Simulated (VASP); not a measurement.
# KTaO3 (Pm-3m) in VASP: a series of runs, part 2 of 2

VASP 6.6.1. Earlier steps stand in the parts before.

## Step 3: Single point, revPBE+D4

This run uses another cell than the first one, of 12.98 Å³/atom, 1.008 times its volume.

The input, INCAR:

```
PREC     = Accurate       # precision mode
ENCUT    = 520            # plane-wave cutoff, eV
EDIFF    = 1E-6           # SCF threshold, eV
ISMEAR   = -1             # smearing method
SIGMA    = 0.05           # smearing width, eV
LREAL    = False          # projectors in reciprocal space
LASPH    = True           # aspherical terms in the spheres
NELM     = 60             # most SCF steps
ALGO     = Normal         # electronic algorithm
ISIF     = 2              # what is computed and relaxed
LWAVE    = False          # write WAVECAR
LCHARG   = True           # write CHGCAR
GGA      = RE             # functional
IVDW     = 13             # dispersion correction
LELF     = True           # ELF
LVHAR    = True         
NBANDS   = 27             # bands
```

The input, KPOINTS:

```
regular mesh
0
Gamma
  7 7 7
```

The input, POSCAR:

```
KTaO3
1.0
    4.0185619523      0.0000000000      0.0000000000
    0.0000000000      4.0185619523      0.0000000000
    0.0000000000      0.0000000000      4.0185619523
Ta K O
1 1 3
Direct
    0.0000000000      0.0000000000      0.0000000000
    0.5000000000      0.5000000000      0.5000000000
    0.0000000000      0.0000000000      0.5000000000
    0.0000000000      0.5000000000      0.0000000000
    0.5000000000      0.0000000000      0.0000000000
```

Potentials or basis: VASP PAW PBE potentials, release 64 (Ta_pv, K_sv, O).

Run with:

```sh
$ cat potpaw_PBE.64/Ta_pv/POTCAR potpaw_PBE.64/K_sv/POTCAR potpaw_PBE.64/O/POTCAR > POTCAR
$ mpirun -np 1 vasp_std > vasp.out
```

OUTCAR:

```text
PREC = Accurate
   ENCUT = 520
   EDIFF = 1E-6
   ISMEAR = -1
   LREAL = False
   LASPH = True
   NELM = 60
   ISIF = 2
   GGA = RE
   IVDW = 13

 ion  position               nearest neighbor table
   1  0.000  0.000  0.000-   3 2.01   4 2.01   5 2.01   3 2.01   4 2.01   5 2.01   2 3.48   2 3.48
                             2 3.48   2 3.48   2 3.48   2 3.48   2 3.48   2 3.48
   2  0.500  0.500  0.500-   3 2.84   4 2.84   5 2.84   4 2.84   5 2.84   3 2.84   5 2.84   5 2.84
                             3 2.84   4 2.84   4 2.84   3 2.84   1 3.48   1 3.48   1 3.48   1 3.48
   3  0.000  0.000  0.500-   1 2.01   1 2.01   2 2.84   2 2.84   2 2.84   2 2.84
   4  0.000  0.500  0.000-   1 2.01   1 2.01   2 2.84   2 2.84   2 2.84   2 2.84
   5  0.500  0.000  0.000-   1 2.01   1 2.01   2 2.84   2 2.84   2 2.84   2 2.84

  LATTYP: Found a simple cubic cell.
 ALAT       =     4.0185619523

  Lattice vectors:

 A1 = (   4.0185619523,   0.0000000000,   0.0000000000)
 A2 = (   0.0000000000,   4.0185619523,   0.0000000000)
 A3 = (   0.0000000000,   0.0000000000,   4.0185619523)

Analysis of symmetry for initial positions (statically):
=====================================================================
 Subroutine PRICEL returns:
 Original cell was already a primitive cell.

 Routine SETGRP: Setting up the symmetry group for a
[... 176 lines left out ...]
 k-point     1 :       0.0000    0.0000    0.0000
  band No.  band energies     occupation
      1     -32.4996      2.00000
      2     -32.4996      2.00000
      3     -32.4996      2.00000
      4     -25.6736      2.00000
      5     -15.7669      2.00000
      6     -15.0795      2.00000
[... 589 lines left out ...]
     26      12.8883      0.00000
     27      13.7312      0.00000

------------------------ aborting loop because EDIFF is reached ----------------------------------------

  DFT-D4 for vdW energy calculation

  Edisp (eV):   -1.41477

  FORCE on cell =-STRESS in cart. coord.  units (eV):
  Direction    XX          YY          ZZ          XY          YZ          ZX
  --------------------------------------------------------------------------------------
  -------------------------------------------------------------------------------------
  Total       0.23186     0.23186     0.23186    -0.00000    -0.00000     0.00000
  in kB       5.72426     5.72426     5.72426    -0.00000    -0.00000     0.00000
  external pressure =        5.72 kB  Pullay stress =        0.00 kB

 VOLUME and BASIS-vectors are now :
 -----------------------------------------------------------------------------
  energy-cutoff  :      520.00
  volume of cell :       64.90
      direct lattice vectors                 reciprocal lattice vectors
     4.018561952  0.000000000  0.000000000     0.248845237  0.000000000  0.000000000
     0.000000000  4.018561952  0.000000000     0.000000000  0.248845237  0.000000000
     0.000000000  0.000000000  4.018561952     0.000000000  0.000000000  0.248845237

 POSITION                                       TOTAL-FORCE (eV/Angst)
 -----------------------------------------------------------------------------------
      0.00000      0.00000      0.00000         0.000000      0.000000      0.000000
      2.00928      2.00928      2.00928         0.000000      0.000000      0.000000
      0.00000      0.00000      2.00928         0.000000      0.000000      0.000000
      0.00000      2.00928      0.00000         0.000000      0.000000      0.000000
      2.00928      0.00000      0.00000         0.000000      0.000000      0.000000
 -----------------------------------------------------------------------------------
    total drift:                                0.000000     -0.000000      0.000000

  FREE ENERGIE OF THE ION-ELECTRON SYSTEM (eV)
  ---------------------------------------------------
  free  energy   TOTEN  =       -40.7461429511 eV

  energy  without entropy=      -40.7461429510  energy(sigma->0) =      -40.74614295
```

OSZICAR:

```text
N       E                     dE             d eps       ncg     rms          rms(c)
DAV:   1     0.324583703215E+03    0.32458E+03   -0.20840E+04  1080   0.139E+03
DAV:   2    -0.287849881640E+02   -0.35337E+03   -0.34210E+03  1292   0.404E+02
DAV:   3    -0.471864674632E+02   -0.18401E+02   -0.18322E+02  1477   0.897E+01
DAV:   4    -0.479337555641E+02   -0.74729E+00   -0.74617E+00  1808   0.110E+01
DAV:   5    -0.479385481129E+02   -0.47925E-02   -0.47922E-02  1393   0.844E-01    0.325E+01
DAV:   6    -0.395090373921E+02    0.84295E+01   -0.34710E+01  1279   0.393E+01    0.121E+01
DAV:   7    -0.393789113504E+02    0.13013E+00   -0.17752E+00  1438   0.843E+00    0.878E+00
DAV:   8    -0.393571999264E+02    0.21711E-01   -0.45696E-01  1298   0.567E+00    0.326E+00
DAV:   9    -0.393328882416E+02    0.24312E-01   -0.39803E-02  1316   0.160E+00    0.600E-01
DAV:  10    -0.393313193153E+02    0.15689E-02   -0.16977E-02  1435   0.828E-01    0.154E-01
DAV:  11    -0.393312962357E+02    0.23080E-04   -0.10899E-03  1474   0.217E-01    0.394E-02
DAV:  12    -0.393313682890E+02   -0.72053E-04   -0.13203E-04  1289   0.936E-02    0.126E-02
DAV:  13    -0.393313765991E+02   -0.83101E-05   -0.18821E-05  1515   0.339E-02    0.424E-03
DAV:  14    -0.393313772815E+02   -0.68239E-06   -0.20636E-06  1235   0.101E-02
   1 F= -.40746143E+02 E0= -.40746143E+02  d E =-.964132E-10
```

stdout:

```text
POSCAR found type information on POSCAR TaK O
 POSCAR found :  3 types and       5 ions
 scaLAPACK will be used
 -----------------------------------------------------------------------------
|                                                                             |
|                                                                             |
|     You enforced a specific xc type in the INCAR file but a different       |
|     I HOPE YOU KNOW WHAT YOU ARE DOING!                                     |
|                                                                             |
 -----------------------------------------------------------------------------

 LDA part: xc-table for (Slater+PW92), standard interpolation
 POSCAR, INCAR and KPOINTS ok, starting setup
 FFT: planning ... GRIDC
 FFT: planning ... GRID_SOFT
 FFT: planning ... GRID
 WAVECAR not read
 entering main loop
```

It took 35 s on 1 thread of Intel Xeon Platinum 8488C (Sapphire Rapids), shared host; peak memory 0.19 GiB.

Results:

- Free energy: -40.7461 eV
- Pressure: 0.6 GPa
- Band gap on the k mesh: 2.22 eV, indirect (least direct gap 2.79 eV)
- Dispersion energy per atom: -0.283 eV

Caveat: the PAW data sets were made with another functional, which shifts forces and pressure a little; spin-orbit coupling is left out, which moves the levels of the heavy elements. A k mesh can miss the band edges.

## Step 4: Single point, PBE

This run uses another cell than the first one, of 13.04 Å³/atom, 1.013 times its volume.

The input, INCAR:

```
PREC = Accurate ; ENCUT = 520
EDIFF = 1E-6 ; ISMEAR = -1
SIGMA = 0.05 ; LREAL = False
LASPH = True ; NELM = 100
ALGO = Normal ; ISIF = 2
LWAVE = False ; LCHARG = False
GGA = PE ; NBANDS = 27
```

The input, KPOINTS:

```
Automatic mesh
0
Gamma
  7 7 7
```

Changes to POSCAR since step 3:

```diff
@@ -2,5 +2,5 @@
 1.0
-    4.0185619523      0.0000000000      0.0000000000
-    0.0000000000      4.0185619523      0.0000000000
-    0.0000000000      0.0000000000      4.0185619523
+    4.0243760767      0.0000000000      0.0000000000
+    0.0000000000      4.0243760767      0.0000000000
+    0.0000000000      0.0000000000      4.0243760767
 Ta K O
```

Run with:

```sh
$ cat potpaw_PBE.64/Ta_pv/POTCAR potpaw_PBE.64/K_sv/POTCAR potpaw_PBE.64/O/POTCAR > POTCAR
$ mpirun -np 1 vasp_std > vasp.out
```

It took 33 s on 1 thread of Intel Xeon Platinum 8488C (Sapphire Rapids), shared host; peak memory 0.19 GiB.

It converged, with:

- Free energy: -41.0673 eV
- Pressure: 0.6 GPa
- Band gap on the k mesh: 2.17 eV, indirect (least direct gap 2.75 eV)

Levels at points of the mesh, in eV from the valence-band top:
| k point | band 16 | band 17 | band 18 | band 19 | band 20 | band 21 | band 22 | band 23 |
| --- | --- | --- | --- | --- | --- | --- | --- | --- |
| (0.00, 0.00, 0.00) | -0.96 | -0.58 | -0.58 | -0.58 | 2.17 | 2.17 | 2.17 | 6.47 |

Caveat: spin-orbit coupling is left out, which moves the levels of the heavy elements.

## Step 5: Overview

| level | cell | gap on the mesh (eV) | pressure (GPa) |
| --- | --- | --- | --- |
| revPBE+D3(BJ) | a = 4.007 Å, 5 atoms | 2.24 | 0.6 |
| revPBE+D4 | a = 4.019 Å, 5 atoms | 2.22 | 0.6 |
| PBE | a = 4.024 Å, 5 atoms | 2.17 | 0.6 |

Alike in all rows: task single point; potentials or basis VASP PAW PBE potentials, release 64 (Ta_pv, K_sv, O); no spin polarisation; k mesh 7 × 7 × 7; cutoff (eV) 520; smearing fermi-dirac 0.05 eV.

Caveats: spin-orbit coupling is left out, which moves the levels of the heavy elements; the PAW data sets were made with another functional, which shifts forces and pressure a little (some runs).

Total energies depend on the potentials used, so only differences within one code and one set of settings carry meaning.
